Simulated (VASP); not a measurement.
# Sr (Im-3m) in VASP: a series of runs

Sr is run at these levels: PBEsol; tasks: single point.

Program: VASP 6.6.1. These are calculated values, not measurements. Logs are shortened: lines on timing, memory, paths and dates and some standing lists are left out, and cuts for length are marked.

## 1. The cell of the first run

Symmetry: Im-3m, No. 229, cubic system. Conventional cell: a = 4.705 Å, b = 4.705 Å, c = 4.705 Å, α = 90.00°, β = 90.00°, γ = 90.00°. Sr (site symmetry m-3m) has 14 Sr at 4.07 to 4.70 Å within 5.3 Å.

This isn't the form of Sr at room conditions, which is fcc.

## 2. Single point, PBEsol (strain -0.030 along x and y, -0.030 along z)

Input file INCAR:

```
PREC = Accurate
ENCUT = 520
EDIFF = 1E-7
ISMEAR = 0
SIGMA = 0.15
LREAL = F
LASPH = T
NELM = 80
ALGO = Normal
ISIF = 2
LWAVE = F
LCHARG = F
GGA = PS
NBANDS = 11
```

Input file KPOINTS:

```
Automatic mesh
0
Gamma
  14 14 14
```

Input file POSCAR:

```
Sr
1.0
   -2.3522500000      2.3522500000      2.3522500000
    2.3522500000     -2.3522500000      2.3522500000
    2.3522500000      2.3522500000     -2.3522500000
Sr
1
Direct
    0.0000000000      0.0000000000      0.0000000000
```

Potentials or basis: VASP PAW PBE potentials, release 64 (Sr_sv).

Started as:

```bash
$ cat potpaw_PBE.64/Sr_sv/POTCAR > POTCAR
$ mpirun -np 1 vasp_std > vasp.out
```

OUTCAR:

```text
PREC = Accurate
   ENCUT = 520
   EDIFF = 1E-7
   ISMEAR = 0
   LREAL = F
   LASPH = T
   NELM = 80
   ISIF = 2
   GGA = PS

 ion  position               nearest neighbor table
   1  0.000  0.000  0.000-

  LATTYP: Found a body centered cubic cell.
 ALAT       =     4.7045000000

  Lattice vectors:

 A1 = (  -2.3522500000,   2.3522500000,   2.3522500000)
 A2 = (   2.3522500000,  -2.3522500000,   2.3522500000)
 A3 = (   2.3522500000,   2.3522500000,  -2.3522500000)

Analysis of symmetry for initial positions (statically):
=====================================================================
 Subroutine PRICEL returns:
 Original cell was already a primitive cell.

 Routine SETGRP: Setting up the symmetry group for a
 body centered cubic supercell.

 Subroutine GETGRP returns: Found 48 space group operations
 (whereof 48 operations were pure point group operations)
 out of a pool of 48 trial point group operations.

The static configuration has the point symmetry O_h .

Analysis of symmetry for dynamics (positions and initial velocities):
=====================================================================
 Subroutine PRICEL returns:
 Original cell was already a primitive cell.

 Routine SETGRP: Setting up the symmetry group for a
 body centered cubic supercell.

 Subroutine GETGRP returns: Found 48 space group operations
 (whereof 48 operations were pure point group operations)
 out of a pool of 48 trial point group operations.

The dynamic configuration has the point symmetry O_h .

 Subroutine INISYM returns: Found 48 space group operations
 (whereof 48 operations are pure point group operations),
 and found     1 'primitive' translations

----------------------------------------------------------------------------------------

                                     Primitive cell

  volume of cell :      52.0608

  direct lattice vectors                    reciprocal lattice vectors
    -2.352250000  2.352250000  2.352250000     0.000000000  0.212562440  0.212562440
     2.352250000 -2.352250000  2.352250000     0.212562440  0.000000000  0.212562440
     2.352250000  2.352250000 -2.352250000     0.212562440  0.212562440  0.000000000

  length of vectors
     4.074216512  4.074216512  4.074216512     0.300608686  0.300608686  0.300608686

  position of ions in fractional coordinates (direct lattice)
     0.000000000  0.000000000  0.000000000

  ion indices of the primitive-cell ions
   primitive index   ion index
                 1           1

----------------------------------------------------------------------------------------

 KPOINTS: Automatic mesh

Automatic generation of k-mesh.
 Grid dimensions read from file:
 generate k-points for:   14   14   14

 Generating k-lattice:

  Cartesian coordinates                     Fractional coordinates (reciprocal lattice)
     0.000000000  0.015183031  0.015183031     0.071428571  0.000000000  0.000000000
     0.015183031  0.000000000  0.015183031     0.000000000  0.071428571  0.000000000
     0.015183031  0.015183031  0.000000000     0.000000000  0.000000000  0.071428571

  Length of vectors
     0.021472049  0.021472049  0.021472049

  Shift w.r.t. Gamma in fractional coordinates (k-lattice)
     0.000000000  0.000000000  0.000000000

 Subroutine IBZKPT returns following result:
 ===========================================

 Found    104 irreducible k-points:

 Following reciprocal coordinates:
            Coordinates               Weight
  0.000000  0.000000  0.000000      1.000000
  0.071429  0.000000  0.000000     12.000000
  0.142857  0.000000  0.000000     12.000000
  0.214286  0.000000  0.000000     12.000000
  0.285714  0.000000  0.000000     12.000000
  0.357143  0.000000  0.000000     12.000000
[... 16 lines left out ...]
  0.285714  0.285714  0.000000     24.000000
  0.357143  0.285714  0.000000     24.000000
 [... further k-points ...]
   k-points           NKPTS =    104   k-points in BZ     NKDIM =    104   number of bands    NBANDS=     11
   number of dos      NEDOS =    301   number of ions     NIONS =      1
   total plane-waves  NPLWV =  27000
   dimension x,y,z NGX =    30 NGY =   30 NGZ =   30
   dimension x,y,z NGXF=    60 NGYF=   60 NGZF=   60
   ions per type =               1
   NGX,Y,Z   is equivalent  to a cutoff of  12.24, 12.24, 12.24 a.u.
   NGXF,Y,Z  is equivalent  to a cutoff of  24.48, 24.48, 24.48 a.u.
 SYSTEM =  unknown system
   PREC   = accura    normal or accurate (medium, high low for compatibility)
   ISTART =      0    job   : 0-new  1-cont  2-samecut
   ICHARG =      2    charge: 1-file 2-atom 10-const
   ISPIN  =      1    spin polarized calculation?
   LNONCOLLINEAR =      F non collinear calculations
   LSORBIT =      F    spin-orbit coupling
   LASPH  =      T    aspherical Exc in radial PAW
   ENCUT  =  520.0 eV  38.22 Ry    6.18 a.u.   7.58  7.58  7.58*2*pi/ulx,y,z
   NELM   =     80;   NELMIN=  2; NELMDL= -5     # of ELM steps
   EDIFF  = 0.1E-06   stopping-criterion for ELM
   LREAL  =      F    real-space projection
   EDIFFG = 0.1E-05   stopping-criterion for IOM
   NSW    =      0    number of steps for IOM
   IBRION =     -1    ionic relax: 0-MD 1-quasi-New 2-CG
   NFREE  =      0    steps in history (QN), initial steepest desc. (CG)
   ISIF   =      2    stress and relaxation
   ISYM   =      2    0-nonsym 1-usesym 2-fastsym
   POTIM  = 0.5000    time-step for ionic-motion
   TEBEG  =    0.0;   TEEND  =   0.0 temperature during run
   PSTRESS=    0.0 pullay stress
   NELECT =      10.0000    total number of electrons
   NUPDOWN=      -1.0000    fix difference up-down
   EMIN   =  10.00;   EMAX   =-10.00  energy-range for DOS
   EFERMI =   0.00;   METHOD = LEGACY
   ISMEAR =     0;   SIGMA  =   0.15  broadening in eV -4-tet -1-fermi 0-gaus
   EFERMI_NEDOS =   21; number of points for ismear=-14 and -15
   IALGO  =     38    algorithm
   IMIX   =      4    mixing-type and parameters
     AMIX     =   0.40;   BMIX     =  1.00
     AMIX_MAG =   1.60;   BMIX_MAG =  1.00
  volume/ion in A,a.u.               =      52.06       351.32
  Fermi-wavevector in a.u.,A,eV,Ry     =   0.944578  1.784994 12.139504  0.892228
  Thomas-Fermi vector in A             =   2.072397
   LORBIT       =      0    0 simple, 1 ext, 2 COOP (PROOUT), +10 PAW based schemes
   GGA     = PS    functional components
   LHFCALC =     F    Hartree Fock is set to
   AEXX    =    0.0000 exact exchange contribution
   IVDW    =     0    specifies the selected vdW correction
   LEPSILON=     F    determine dielectric tensor
   LRPA    =     F    only Hartree local field effects (RPA)
 non-spin polarized calculation
 Gauss-broadening in eV      SIGMA  =   0.15
  energy-cutoff  :      520.00
  volume of cell :       52.06
 maximum number of plane-waves:      1433
   NGX = 15   NGY = 15   NGZ = 15

 number of electron      10.0000000 magnetization

 Free energy of the ion-electron system (eV)
  ---------------------------------------------------
  ext. energy  EPLUGINS =         0.00000000
  ---------------------------------------------------
  free energy    TOTEN  =        -1.84252559 eV

  energy without entropy =       -1.83025338  energy(sigma->0) =       -1.83638948

 E-fermi :   1.6728     XC(G=0):  -7.6017

 val. band max:        1.6525343171   @ k =   0.5000   0.5000   0.2857
 cond. band min:       1.7152050458   @ k =  -0.4286  -0.4286   0.2143
 fundamental gap:      0.0626707287
 Fermi energy:         1.6728375660

 k-point     1 :       0.0000    0.0000    0.0000
  band No.  band energies     occupation
      1     -34.7419      2.00000
      2     -16.6303      2.00000
      3     -16.6303      2.00000
      4     -16.6303      2.00000
      5      -2.0533      2.00000
      6       4.1082      0.00000
      7       4.1082      0.00000
      8       4.1082      0.00000
      9       5.5164      0.00000
     10       5.5164      0.00000
     11       9.9773      0.00000

 k-point     2 :       0.0714    0.0000    0.0000
  band No.  band energies     occupation
      1     -34.7409      2.00000
      2     -16.6428      2.00000
      3     -16.6343      2.00000
      4     -16.6303      2.00000
      5      -1.9611      2.00000
      6       4.0244      0.00000
      7       4.0533      0.00000
      8       4.1982      0.00000
      9       5.3853      0.00000
     10       5.5104      0.00000
     11      10.0788      0.00000

 k-point     3 :       0.1429    0.0000    0.0000
  band No.  band energies     occupation
      1     -34.7381      2.00000
      2     -16.6777      2.00000
      3     -16.6456      2.00000
      4     -16.6303      2.00000
      5      -1.6916      2.00000
      6       3.8095      0.00000
      7       3.8223      0.00000
      8       4.4657      0.00000
      9       5.2072      0.00000
     10       5.5072      0.00000
     11      10.2664      0.00000

 k-point     4 :       0.2143    0.0000    0.0000
  band No.  band energies     occupation
      1     -34.7341      2.00000
      2     -16.7274      2.00000
      3     -16.6618      2.00000
      4     -16.6304      2.00000
      5      -1.2667      2.00000
      6       3.3945      0.00000
      7       3.5385      0.00000
      8       4.9019      0.00000
      9       5.2070      0.00000
     10       5.5380      0.00000
     11      10.1043      0.00000

 k-point     5 :       0.2857    0.0000    0.0000
  band No.  band energies     occupation
      1     -34.7297      2.00000
      2     -16.7816      2.00000
      3     -16.6797      2.00000
      4     -16.6305      2.00000
      5      -0.7254      2.00000
      6       2.9127      0.00000
      7       3.2769      0.00000
      8       5.3168      0.00000
      9       5.4904      0.00000
     10       5.6284      0.00000
     11       9.4717      0.00000
[... 211 lines left out ...]
 k-point    21 :       0.2857    0.2143   -0.0000
  band No.  band energies     occupation
      1     -34.7219      2.00000
      2     -16.8325      2.00000
      3     -16.7304      2.00000
      4     -16.6544      2.00000
      5       0.6542      2.00000
      6       2.2230      0.00000
      7       2.7095      0.00000
      8       5.2923      0.00000
      9       5.8215      0.00000
     10       6.7897      0.00000
     11       7.6934      0.00000

 k-point    22 :       0.3571    0.2143    0.0000
  band No.  band energies     occupation
      1     -34.7204      2.00000
      2     -16.8392      2.00000
      3     -16.7465      2.00000
      4     -16.6557      2.00000
      5       1.1429      2.00000
      6       1.9750      0.00439
      7       2.5674      0.00000
      8       5.2767      0.00000
      9       5.9226      0.00000
     10       6.8003      0.00000
     11       7.6796      0.00000

 k-point    23 :       0.2857    0.2857    0.0000
  band No.  band energies     occupation
      1     -34.7202      2.00000
      2     -16.8258      2.00000
      3     -16.7605      2.00000
      4     -16.6590      2.00000
      5       1.2292      1.99997
      6       2.0632      0.00023
      7       2.4070      0.00000
      8       5.4888      0.00000
      9       5.6947      0.00000
     10       6.6202      0.00000
     11       7.7533      0.00000

 k-point    24 :       0.3571    0.2857    0.0000
  band No.  band energies     occupation
      1     -34.7195      2.00000
      2     -16.8162      2.00000
      3     -16.7788      2.00000
      4     -16.6603      2.00000
      5       1.6311      1.30571
      6       1.9137      0.02314
      7       2.2018      0.00000
      8       5.5278      0.00000
      9       5.8379      0.00000
     10       6.2486      0.00000
     11       8.0897      0.00000

 [... further k-points ...]

------------------------ aborting loop because EDIFF is reached ----------------------------------------

  FORCE on cell =-STRESS in cart. coord.  units (eV):
  Direction    XX          YY          ZZ          XY          YZ          ZX
  --------------------------------------------------------------------------------------
  -------------------------------------------------------------------------------------
  Total       -0.0707074     -0.0707074     -0.0707074     -0.0000000      0.0000000     -0.0000000
  in kB       -2.1760307     -2.1760307     -2.1760307     -0.0000000      0.0000000     -0.0000000
  external PRESSURE =      -2.1760307 kB  Pullay stress =       0.0000000 kB

 VOLUME and BASIS-vectors are now :
 -----------------------------------------------------------------------------
  energy-cutoff  :      520.00
  volume of cell :       52.06
      direct lattice vectors                 reciprocal lattice vectors
    -2.352250000  2.352250000  2.352250000     0.000000000  0.212562440  0.212562440
     2.352250000 -2.352250000  2.352250000     0.212562440  0.000000000  0.212562440
     2.352250000  2.352250000 -2.352250000     0.212562440  0.212562440  0.000000000

 POSITION                                       TOTAL-FORCE (eV/Angst)
 -----------------------------------------------------------------------------------
      0.00000      0.00000      0.00000        -0.000000      0.000000      0.000000
 -----------------------------------------------------------------------------------
    total drift:                                0.000000     -0.000000      0.000000

  FREE ENERGIE OF THE ION-ELECTRON SYSTEM (eV)
  ---------------------------------------------------
  free  energy   TOTEN  =        -1.8425255869 eV

  energy  without entropy=       -1.8302533776  energy(sigma->0) =       -1.83638948
```

It took 28 s on 1 thread of AMD EPYC 9R45 (Zen 5), shared host; peak memory 0.18 GiB.

Results:

* Free energy: -1.8425 eV
* Pressure: -0.2 GPa
* Band gap on the k mesh: zero (bands 5 and 6 overlap by 0.50 eV)

Caveat: the cell differs from its parent crystal (strain -0.030 along x and y, -0.030 along z); the PAW data sets were made with another functional, which shifts forces and pressure a little.

## 3. Single point, PBEsol (strain -0.015 along x and y, -0.015 along z)

Input file INCAR:

```
SYSTEM = Sr
  PREC = Accurate
  ENCUT = 520
  EDIFF = 1E-7
  ISMEAR = 0
  SIGMA = 0.15
  LREAL = .False.
  LASPH = .True.
  NELM = 60
  ALGO = Fast
  ISIF = 2
  LWAVE = .False.
  LCHARG = .False.
  GGA = PS
  NBANDS = 11
```

Input file KPOINTS:

```
Automatic mesh
0
Gamma
  14 14 14
  0 0 0
```

Input file POSCAR:

```
Sr
1.0
   -2.3886250000      2.3886250000      2.3886250000
    2.3886250000     -2.3886250000      2.3886250000
    2.3886250000      2.3886250000     -2.3886250000
Sr
1
Direct
    0.0000000000      0.0000000000      0.0000000000
```

Potentials or basis: VASP PAW PBE potentials, release 64 (Sr_sv).

Started as:

```bash
$ cat potpaw_PBE.64/Sr_sv/POTCAR > POTCAR
$ mpirun -np 1 vasp_std > vasp.out
```

Run time: 39 s. Hardware: 1 thread of AMD EPYC 9R45 (Zen 5), shared host; peak memory 0.18 GiB.

The run converged. Its results:

```
Free energy            : -1.8353 eV
Pressure               : -0.7 GPa
Band gap on the k mesh : zero (bands 5 and 6 overlap by 0.43 eV)
```

Levels at points of the mesh, in eV from the Fermi level:
```
           k point  band 2  band 3  band 4  band 5  band 6  band 7  band 8  band 9
(0.00, 0.00, 0.00)  -18.42  -18.42  -18.42   -3.67    2.37    2.37    2.37    3.72
(0.50, 0.00, 0.00)  -18.63  -18.49  -18.42   -1.02    0.24    1.20    3.52    4.21
(0.50, 0.50, 0.50)  -18.57  -18.57  -18.57   -0.15   -0.15    3.64    3.64    3.64
```

Caveat: the cell differs from its parent crystal (strain -0.015 along x and y, -0.015 along z); the PAW data sets were made with another functional, which shifts forces and pressure a little.

(Continued in part 2 of 2.)
